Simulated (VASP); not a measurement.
The system is LiCl.

```
Li Cl
1.0
     0.00000    2.58210    2.58210
     2.58210    0.00000    2.58210
     2.58210    2.58210    0.00000
Li Cl
1 1
Direct
  0.00000 0.00000 0.00000
  0.50000 0.50000 0.50000
```

This cell differs from its parent crystal: strain +1.0%.

Program: VASP 6.6.1. Alike in all runs: task single point; potentials or basis VASP PAW PBE potentials, release 64 (Li_sv, Cl); no spin polarisation; cell as given; cutoff (eV) 520.

Problem. Order these runs on this cell by their band gap on the k mesh, lowest first.
A. level PBE; k mesh 8 × 8 × 8; smearing fermi-dirac 0.02 eV
B. level r2SCAN; k mesh 8 × 8 × 8; smearing gaussian 0.01 eV
C. level HSE06; k mesh 6 × 6 × 6; smearing gaussian 0.01 eV; grid for exact exchange (PRECFOCK) Normal; screening parameter 0.2079 1/Å

Solution. A (6.23 eV), B (7.17 eV), C (7.61 eV).

A k mesh can miss the band edges.
